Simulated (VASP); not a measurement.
Input of a VASP 6.6.1 run:

File INCAR:

```
SYSTEM = HfC
PREC = Accurate ; ENCUT = 520
EDIFF = 1E-7 ; ISMEAR = 1
SIGMA = 0.05 ; LREAL = .FALSE.
LASPH = .TRUE. ; NELM = 100
ALGO = Normal ; ISIF = 2
LWAVE = .FALSE. ; LCHARG = .FALSE.
NBANDS = 22
```

Contents of KPOINTS:

```
Automatic mesh
0
G
  12 12 7
  0 0 0
```

The input POSCAR:

```
HfC
1.0
    3.3428660000     -0.0055714433      0.0000000000
   -1.6762580117      2.8977927217      0.0000000000
    0.0000000000      0.0000000000      5.2027140000
Hf C
2 2
Direct
    0.6666666667      0.3333333333      0.7500000000
    0.3333333333      0.6666666667      0.2500000000
    0.0000000000      0.0000000000      0.0000000000
    0.0000000000      0.0000000000      0.5000000000
```

Potentials or basis: VASP PAW LDA potentials, release 64 (Hf_pv, C).

The run is started by

```sh
$ cat potpaw_LDA.64/Hf_pv/POTCAR potpaw_LDA.64/C/POTCAR > POTCAR
$ mpirun -np 1 vasp_std > vasp.out
```

Problem. Estimate the band gap on the k mesh.

Solution. Zero (bands 14 and 15 overlap by 1.21 eV).

Problem. Predict the pressure.

Solution. -12.5 GPa.

Stress tensor (GPa, compression positive):
```
-12.54   0.48   0.00
  0.48 -12.55   0.00
  0.00   0.00 -12.34
```

Caveat: the cell stands under tension; spin-orbit coupling is left out, which moves the levels of the heavy elements.
